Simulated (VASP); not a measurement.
# FeIr2 (Fm-3m) in VASP: a series of runs, part 2 of 2

VASP 6.6.1. The steps go on from the part before.

### Step 3. Relaxation of cell and atoms, PBE, collinear spin, ferromagnetic start

This run uses another cell than the first one, of 12.31 Å³/atom.

INCAR reads:

```
SYSTEM = FeIr2
  ALGO = Normal
  EDIFF = 1E-7
  EDIFFG = -0.04
  ENCUT = 600
  GGA = PE
  IBRION = 2
  ISIF = 3
  ISMEAR = 0
  ISPIN = 2
  LASPH = .True.
  LCHARG = .False.
  LMAXMIX = 4
  LORBIT = 11
  LREAL = .False.
  LWAVE = .False.
  MAGMOM = 1.54 0.13 0.13
  NELM = 150
  NSW = 90
  PREC = Accurate
  SIGMA = 0.1
```

KPOINTS reads:

```
k-points
0
Gamma
  6 6 6
  0 0 0
```

POSCAR reads:

```
FeIr2
1.0
    0.0000000000      2.6428712124      2.6428712124
    2.6428712124      0.0000000000      2.6428712124
    2.6428712124      2.6428712124      0.0000000000
Fe Ir
1 2
Direct
    0.0000000000      0.0000000000      0.0000000000
    0.2500000000      0.2500000000      0.2500000000
    0.7500000000      0.7500000000      0.7500000000
```

Potentials or basis: VASP PAW PBE potentials, release 64 (Fe, Ir).

Command:

```bash
$ cat potpaw_PBE.64/Fe/POTCAR potpaw_PBE.64/Ir/POTCAR > POTCAR
$ mpirun -np 1 vasp_std > vasp.out
```

OUTCAR:

```text
SYSTEM = FeIr2
   EDIFF = 1E-7
   EDIFFG = -0.04
   ENCUT = 600
   GGA = PE
   IBRION = 2
   ISIF = 3
   ISMEAR = 0
   ISPIN = 2
   LASPH = .True.
   LORBIT = 11
   LREAL = .False.
   NELM = 150
   NSW = 90
   PREC = Accurate

 ion  position               nearest neighbor table
   1  0.000  0.000  0.000-   3 2.29   3 2.29   3 2.29   2 2.29   3 2.29   2 2.29   2 2.29   2 2.29

   2  0.250  0.250  0.250-   1 2.29   1 2.29   1 2.29   1 2.29   3 2.64   3 2.64   3 2.64   3 2.64
                             3 2.64   3 2.64
   3  0.750  0.750  0.750-   1 2.29   1 2.29   1 2.29   1 2.29   2 2.64   2 2.64   2 2.64   2 2.64
                             2 2.64   2 2.64

  LATTYP: Found a face centered cubic cell.
 ALAT       =     5.2857424248

  Lattice vectors:

 A1 = (   0.0000000000,   2.6428712124,   2.6428712124)
 A2 = (   2.6428712124,   0.0000000000,   2.6428712124)
 A3 = (   2.6428712124,   2.6428712124,   0.0000000000)

Analysis of symmetry for initial positions (statically):
=====================================================================
 Subroutine PRICEL returns:
 Original cell was already a primitive cell.

 Routine SETGRP: Setting up the symmetry group for a
 face centered cubic supercell.

 Subroutine GETGRP returns: Found 48 space group operations
 (whereof 48 operations were pure point group operations)
 out of a pool of 48 trial point group operations.

The static configuration has the point symmetry O_h .

Analysis of symmetry for dynamics (positions and initial velocities):
=====================================================================
 Subroutine PRICEL returns:
 Original cell was already a primitive cell.

 Routine SETGRP: Setting up the symmetry group for a
 face centered cubic supercell.

 Subroutine GETGRP returns: Found 48 space group operations
 (whereof 48 operations were pure point group operations)
 out of a pool of 48 trial point group operations.

The dynamic configuration has the point symmetry O_h .

Analysis of structural, dynamic, and magnetic symmetry:
=====================================================================
 Subroutine PRICEL returns:
 Original cell was already a primitive cell.

 Routine SETGRP: Setting up the symmetry group for a
 face centered cubic supercell.

 Subroutine GETGRP returns: Found 48 space group operations
 (whereof 48 operations were pure point group operations)
 out of a pool of 48 trial point group operations.

The overall configuration has the point symmetry O_h .

 Subroutine INISYM returns: Found 48 space group operations
 (whereof 48 operations are pure point group operations),
 and found     1 'primitive' translations

----------------------------------------------------------------------------------------

                                     Primitive cell

  volume of cell :      36.9197

  direct lattice vectors                    reciprocal lattice vectors
     0.000000000  2.642871212  2.642871212    -0.189188182  0.189188182  0.189188182
     2.642871212  0.000000000  2.642871212     0.189188182 -0.189188182  0.189188182
     2.642871212  2.642871212  0.000000000     0.189188182  0.189188182 -0.189188182

  length of vectors
     3.737584312  3.737584312  3.737584312     0.327683543  0.327683543  0.327683543

  position of ions in fractional coordinates (direct lattice)
     0.000000000  0.000000000  0.000000000
     0.250000000  0.250000000  0.250000000
     0.750000000  0.750000000  0.750000000

  ion indices of the primitive-cell ions
   primitive index   ion index
                 1           1
                 2           2
                 3           3

----------------------------------------------------------------------------------------

 KPOINTS: k-points

Automatic generation of k-mesh.
 Grid dimensions read from file:
 generate k-points for:    6    6    6

 Generating k-lattice:

  Cartesian coordinates                     Fractional coordinates (reciprocal lattice)
    -0.031531364  0.031531364  0.031531364     0.166666667  0.000000000  0.000000000
     0.031531364 -0.031531364  0.031531364     0.000000000  0.166666667  0.000000000
     0.031531364  0.031531364 -0.031531364     0.000000000  0.000000000  0.166666667

  Length of vectors
     0.054613924  0.054613924  0.054613924

  Shift w.r.t. Gamma in fractional coordinates (k-lattice)
     0.000000000  0.000000000  0.000000000

 Subroutine IBZKPT returns following result:
 ===========================================

 Found     16 irreducible k-points:

 Following reciprocal coordinates:
            Coordinates               Weight
  0.000000  0.000000  0.000000      1.000000
  0.166667  0.000000  0.000000      8.000000
  0.333333  0.000000  0.000000      8.000000
  0.500000  0.000000  0.000000      4.000000
  0.166667  0.166667  0.000000      6.000000
  0.333333  0.166667  0.000000     24.000000
[... 8 lines left out ...]
 -0.333333  0.333333  0.166667     24.000000
 -0.333333  0.500000  0.166667     12.000000
   k-points           NKPTS =     16   k-points in BZ     NKDIM =     16   number of bands    NBANDS=     18
   number of dos      NEDOS =    301   number of ions     NIONS =      3
   total plane-waves  NPLWV =  27000
   dimension x,y,z NGX =    30 NGY =   30 NGZ =   30
   dimension x,y,z NGXF=    60 NGYF=   60 NGZF=   60
   ions per type =               1   2
   NGX,Y,Z   is equivalent  to a cutoff of  13.34, 13.34, 13.34 a.u.
   NGXF,Y,Z  is equivalent  to a cutoff of  26.69, 26.69, 26.69 a.u.
 SYSTEM =  FeIr2
   PREC   = accura    normal or accurate (medium, high low for compatibility)
   ISTART =      0    job   : 0-new  1-cont  2-samecut
   ICHARG =      2    charge: 1-file 2-atom 10-const
   ISPIN  =      2    spin polarized calculation?
   LNONCOLLINEAR =      F non collinear calculations
   LSORBIT =      F    spin-orbit coupling
   LASPH  =      T    aspherical Exc in radial PAW
   ENCUT  =  600.0 eV  44.10 Ry    6.64 a.u.   7.46  7.46  7.46*2*pi/ulx,y,z
   NELM   =    150;   NELMIN=  2; NELMDL= -5     # of ELM steps
   EDIFF  = 0.1E-06   stopping-criterion for ELM
   LREAL  =      F    real-space projection
   EDIFFG = -.4E-01   stopping-criterion for IOM
   NSW    =     90    number of steps for IOM
   IBRION =      2    ionic relax: 0-MD 1-quasi-New 2-CG
   NFREE  =      1    steps in history (QN), initial steepest desc. (CG)
   ISIF   =      3    stress and relaxation
   ISYM   =      2    0-nonsym 1-usesym 2-fastsym
   POTIM  = 0.5000    time-step for ionic-motion
   TEBEG  =    0.0;   TEEND  =   0.0 temperature during run
   PSTRESS=    0.0 pullay stress
   NELECT =      26.0000    total number of electrons
   NUPDOWN=      -1.0000    fix difference up-down
   EMIN   =  10.00;   EMAX   =-10.00  energy-range for DOS
   EFERMI =   0.00;   METHOD = LEGACY
   ISMEAR =     0;   SIGMA  =   0.10  broadening in eV -4-tet -1-fermi 0-gaus
   EFERMI_NEDOS =   21; number of points for ismear=-14 and -15
   IALGO  =     38    algorithm
   IMIX   =      4    mixing-type and parameters
     AMIX     =   0.40;   BMIX     =  1.00
     AMIX_MAG =   1.60;   BMIX_MAG =  1.00
  volume/ion in A,a.u.               =      12.31        83.05
  Fermi-wavevector in a.u.,A,eV,Ry     =   1.456509  2.752404 28.863665  2.121420
  Thomas-Fermi vector in A             =   2.573419
   LORBIT       =     11    0 simple, 1 ext, 2 COOP (PROOUT), +10 PAW based schemes
   GGA     = PE    functional components
   LHFCALC =     F    Hartree Fock is set to
   AEXX    =    0.0000 exact exchange contribution
   IVDW    =     0    specifies the selected vdW correction
   LEPSILON=     F    determine dielectric tensor
   LRPA    =     F    only Hartree local field effects (RPA)
 conjugate gradient relaxation of ions
 spin polarized calculation
 Gauss-broadening in eV      SIGMA  =   0.10
  energy-cutoff  :      600.00
  volume of cell :       36.92
 maximum number of plane-waves:      1258
 NGX is ok and might be reduce to    30
   NGX = 15   NGY = 15   NGZ = 15

--------------------------------------- Ionic step        1  -------------------------------------------

 number of electron      25.9999999 magnetization       1.7178407

 Free energy of the ion-electron system (eV)
  ---------------------------------------------------
  ext. energy  EPLUGINS =         0.00000000
  ---------------------------------------------------
  free energy    TOTEN  =       -23.16661231 eV

  energy without entropy =      -23.15664210  energy(sigma->0) =      -23.16162720

 E-fermi :  10.2130     XC(G=0): -13.9870

 val. band max:       10.2060304670   @ k =  -0.3333   0.3333   0.0000
 cond. band min:      10.2635701547   @ k =   0.1667   0.0000   0.0000
 fundamental gap:      0.0575396877
 Fermi energy:        10.2130058683
[... 1514 lines left out ...]
 number of electron      25.9999996 magnetization       0.0000289

 number of electron      25.9999996 magnetization      -0.0000199

 Free energy of the ion-electron system (eV)
  ---------------------------------------------------
  ext. energy  EPLUGINS =         0.00000000
  ---------------------------------------------------
  free energy    TOTEN  =       -24.59940924 eV

  energy without entropy =      -24.56473732  energy(sigma->0) =      -24.58207328

 E-fermi :   7.2159     XC(G=0): -12.8526

 val. band max:        7.1725301717   @ k =   0.3333   0.0000   0.0000
 cond. band min:       7.2370677305   @ k =  -0.3333   0.5000   0.1667
 fundamental gap:      0.0645375588
 Fermi energy:         7.2159087723
[... 705 lines left out ...]
  FREE ENERGIE OF THE ION-ELECTRON SYSTEM (eV)
  ---------------------------------------------------
  free  energy   TOTEN  =       -24.5994092450 eV

  energy  without entropy=      -24.5647373212  energy(sigma->0) =      -24.58207328

 reached required accuracy - stopping structural energy minimisation

 total charge

# of ion       s       p       d       tot
------------------------------------------
    1        0.542   0.699   6.340   7.580
    2        0.716   0.590   6.956   8.263
    3        0.716   0.590   6.956   8.263
--------------------------------------------------
tot          1.975   1.879  20.252  24.106

 magnetization (x)

# of ion       s       p       d       tot
------------------------------------------
    1        0.000   0.000  -0.000  -0.000
    2       -0.000   0.000  -0.000  -0.000
    3       -0.000   0.000  -0.000  -0.000
--------------------------------------------------
tot          0.000   0.000  -0.000  -0.000
```

CONTCAR:

```text
FeIr2
   1.00000000000000
     0.0000000000000000    2.8185936779763296    2.8185936779763296
     2.8185936779763296   -0.0000000000000000    2.8185936779763296
     2.8185936779763296    2.8185936779763296   -0.0000000000000000
  Fe              Ir
     1     2
Direct
     0.0000000000000000    0.0000000000000000    0.0000000000000000
     0.2500000000000000    0.2500000000000000    0.2500000000000000
     0.7500000000000000    0.7500000000000000    0.7500000000000000

  0.00000000E+00  0.00000000E+00  0.00000000E+00
  0.00000000E+00  0.00000000E+00  0.00000000E+00
  0.00000000E+00  0.00000000E+00  0.00000000E+00
```

It took 7 min on 1 thread of Intel Xeon 6975P-C (Granite Rapids), shared host; peak memory 0.21 GiB.

What came out:

* Free energy: -24.5994 eV
* Relaxed volume: 14.93 Å³/atom
* Relaxed cell: a = 3.986 Å, b = 3.986 Å, c = 3.986 Å, α = 60.00°, β = 60.00°, γ = 60.00°
* Space group after relaxing (to 0.1 Å): Fm-3m (No. 225)
* Pressure after relaxing: 0.1 GPa
* Band gap on the k mesh: zero (filled and empty bands overlap)
* Net moment: 0.00 μB per cell
* Valence electrons inside the program's atomic spheres: Fe 7.58; Ir 8.26

Final structure:
```cif
data_structure
_symmetry_space_group_name_H-M 'P 1'
_symmetry_Int_Tables_number 1
_cell_length_a 3.9861
_cell_length_b 3.9861
_cell_length_c 3.9861
_cell_angle_alpha 60.000
_cell_angle_beta 60.000
_cell_angle_gamma 60.000
_cell_volume 44.78
loop_
_atom_site_label
_atom_site_type_symbol
_atom_site_fract_x
_atom_site_fract_y
_atom_site_fract_z
_atom_site_occupancy
Fe1 Fe 0.00000 0.00000 0.00000 1
Ir1 Ir 0.25000 0.25000 0.25000 1
Ir2 Ir 0.75000 0.75000 0.75000 1
```

Levels at points of the mesh, in eV from the Fermi level:
Spin up:
| k point | band 11 | band 12 | band 13 | band 14 | band 15 | band 16 |
| --- | --- | --- | --- | --- | --- | --- |
| (0.00, 0.00, 0.00) | -0.08 | 0.67 | 0.67 | 0.67 | 1.40 | 1.40 |
| (0.50, 0.00, 0.00) | -2.16 | -1.72 | -0.08 | -0.08 | 0.60 | 0.60 |
| (0.50, 0.50, 0.00) | -0.33 | -0.11 | 0.75 | 0.95 | 0.95 | 1.27 |
Spin down:
```tsv
k point	band 11	band 12	band 13	band 14	band 15	band 16
(0.00, 0.00, 0.00)	-0.08	0.67	0.67	0.67	1.40	1.40
(0.50, 0.00, 0.00)	-2.16	-1.72	-0.08	-0.08	0.60	0.60
(0.50, 0.50, 0.00)	-0.33	-0.11	0.75	0.95	0.95	1.27
```

Caveat: the volume moved by over 15 % at a fixed basis, so the end points are rough; the moments typed at the start vanished in this run; spin-orbit coupling is left out, which moves the levels of the heavy elements.

### Step 4. Single point, PBE, collinear spin, ferromagnetic start

INCAR reads:

```
SYSTEM = FeIr2
PREC = Accurate
ENCUT = 520
EDIFF = 1E-6
ISMEAR = 0
SIGMA = 0.1
LREAL = .FALSE.
LASPH = .TRUE.
NELM = 150
ALGO = Normal
ISIF = 2
LWAVE = .FALSE.
LCHARG = .FALSE.
ISPIN = 2
MAGMOM = 2.19 0 0
LORBIT = 11
LMAXMIX = 4
GGA = PE
NBANDS = 24
```

KPOINTS reads:

```
Automatic mesh
0
G
  14 14 14
  0 0 0
```

POSCAR reads:

```
FeIr2
1.0
    0.0000000000      2.8347396353      2.8347396353
    2.8347396353      0.0000000000      2.8347396353
    2.8347396353      2.8347396353      0.0000000000
Fe Ir
1 2
Direct
    0.0000000000      0.0000000000      0.0000000000
    0.2500000000      0.2500000000      0.2500000000
    0.7500000000      0.7500000000      0.7500000000
```

Command:

```bash
$ cat potpaw_PBE.64/Fe/POTCAR potpaw_PBE.64/Ir/POTCAR > POTCAR
$ mpirun -np 1 vasp_std > vasp.out
```

Run time: 4.1 min. Hardware: 1 thread of Intel Xeon 6975P-C (Granite Rapids), shared host; peak memory 0.32 GiB.

It converged, with:

```yaml
Free_energy: -25.0087 eV
Pressure: -0.2 GPa
Net_moment: 2.27 μB per cell
Site_moments: Fe +2.01; Ir +0.09 μB
Valence_electrons_inside_the_program's_atomic_spheres: Fe 7.47; Ir 8.24
```

Levels at points of the mesh, in eV from the Fermi level:
Spin up:
| k point | band 11 | band 12 | band 13 | band 14 | band 15 | band 16 | band 17 | band 18 |
| --- | --- | --- | --- | --- | --- | --- | --- | --- |
| (0.00, 0.00, 0.00) | -1.47 | 0.39 | 0.39 | 0.39 | 1.27 | 1.27 | 8.44 | 8.44 |
| (0.50, 0.00, 0.00) | -2.17 | -1.76 | -1.15 | -1.15 | -0.10 | -0.10 | 0.87 | 9.18 |
| (0.50, 0.50, 0.00) | -1.14 | -0.30 | -0.15 | 0.29 | 0.29 | 1.15 | 1.85 | 1.85 |
Spin down:
```csv
k point,band 10,band 11,band 12,band 13,band 14,band 15
"(0.00, 0.00, 0.00)",0.77,0.77,0.77,0.81,0.81,1.42
"(0.50, 0.00, 0.00)",-2.09,-2.09,-1.70,0.56,0.56,1.01
"(0.50, 0.50, 0.00)",-0.51,-0.09,-0.01,1.21,1.21,1.29
```

Caveat: spin-orbit coupling is left out, which moves the levels of the heavy elements.

The gap in the log of VASP goes by the Fermi energy; the results here count the filled bands.